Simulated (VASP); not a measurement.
Input of a VASP 6.6.1 run:

INCAR

```
SYSTEM = Zr
PREC     = Accurate       ! precision mode
ENCUT    = 600            ! plane-wave cutoff, eV
EDIFF    = 1E-7           ! SCF threshold, eV
ISMEAR   = -1             ! smearing method
SIGMA    = 0.05           ! smearing width, eV
LREAL    = .False.        ! projectors in reciprocal space
LASPH    = .True.         ! aspherical terms in the spheres
NELM     = 100            ! most SCF steps
ALGO     = Normal         ! electronic algorithm
ISIF     = 3              ! what is computed and relaxed
LWAVE    = .False.        ! write WAVECAR
LCHARG   = .False.        ! write CHGCAR
GGA      = PE             ! functional
IBRION   = 2              ! ionic algorithm
NSW      = 60             ! ionic steps
EDIFFG   = -0.005         ! ionic threshold
PSTRESS  = 640.0
```

Contents of KPOINTS:

```
regular mesh
0
Gamma
  12 12 12
  0 0 0
```

POSCAR

```
Zr
1.0
    0.0000000000      2.6105785198      2.6105785198
    2.6105785198      0.0000000000      2.6105785198
    2.6105785198      2.6105785198      0.0000000000
Zr
2
Direct
   -0.1250000000     -0.1250000000     -0.1250000000
    0.1250000000      0.1250000000      0.1250000000
```

Potentials or basis: VASP PAW PBE potentials, release 64 (Zr_sv).

Command:

```sh
$ cat potpaw_PBE.64/Zr_sv/POTCAR > POTCAR
$ mpirun -np 1 vasp_std > vasp.out
```

(1) Estimate the space group after relaxing (to 0.1 Å).

(2) What does it give for the relaxed cell?

(3) Estimate the band gap on the k mesh.

Answers

(1) Fd-3m (No. 227).

(2) a = 3.680 Å, b = 3.680 Å, c = 3.680 Å, α = 60.00°, β = 60.00°, γ = 60.00°.

(3) zero (bands 12 and 13 overlap by 2.36 eV).

Caveat: the cell is relaxed towards a set pressure, so the run minimises the enthalpy, not the energy.
